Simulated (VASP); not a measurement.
A run of VASP 6.6.1:

The input INCAR:

```
PREC = Accurate
ENCUT = 520
EDIFF = 1E-6
ISMEAR = 0
SIGMA = 0.15
LREAL = False
LASPH = True
NELM = 80
ALGO = Normal
ISIF = 2
LWAVE = False
LCHARG = True
GGA = PE
LELF = True
LVHAR = True
NBANDS = 16
```

File KPOINTS:

```
regular mesh
0
Gamma
  18 18 10
```

File POSCAR:

```
Ir
1.0
    2.6654000000      0.0000000000      0.0000000000
   -1.3327000000      2.3083041113      0.0000000000
    0.0000000000      0.0000000000      4.2155000000
Ir
2
Direct
    0.6666666667      0.3333333333      0.7500000000
    0.3333333333      0.6666666667      0.2500000000
```

Potentials or basis: VASP PAW PBE potentials, release 64 (Ir).

Run with:

```console
$ cat potpaw_PBE.64/Ir/POTCAR > POTCAR
$ mpirun -np 1 vasp_std > vasp.out
```

Hardware: 1 thread of Intel(R) Xeon(R) 6975P-C (Granite Rapids) (shared host).

Estimate the wall time of this run.

It took 28 s on 1 thread of Intel(R) Xeon(R) 6975P-C (Granite Rapids), with other jobs on the host, peak memory 0.19 GiB. Counts: scf iterations 12, k points 222.
